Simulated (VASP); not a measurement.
A run of VASP 6.6.1:

INCAR

```
PREC = Accurate
ENCUT = 600
EDIFF = 1E-7
ISMEAR = -1
SIGMA = 0.05
LREAL = False
LASPH = True
NELM = 100
ALGO = Normal
ISIF = 3
LWAVE = False
LCHARG = False
GGA = PE
IBRION = 2
NSW = 60
EDIFFG = -0.005
PSTRESS = 310.0
```

Contents of KPOINTS:

```
Automatic mesh
0
Gamma
  18 18 18
```

File POSCAR:

```
Mo
1.0
   -1.5302490225      1.5302490225      1.5302490225
    1.5302490225     -1.5302490225      1.5302490225
    1.5302490225      1.5302490225     -1.5302490225
Mo
1
Direct
    0.0000000000      0.0000000000      0.0000000000
```

Potentials or basis: VASP PAW PBE potentials, release 64 (Mo_sv).

Command:

```sh
$ cat potpaw_PBE.64/Mo_sv/POTCAR > POTCAR
$ mpirun -np 1 vasp_std > vasp.out
```

Hardware: 1 thread of AMD EPYC 7R13 Processor (Zen 3), with other jobs on the host.

Task: How long does it take, and how much memory?

Result: Run time: 110 s on 1 thread of AMD EPYC 7R13 Processor (Zen 3), on a shared host, peak memory 0.14 GiB. Counts: scf iterations 27, k points 195, ion steps 3.
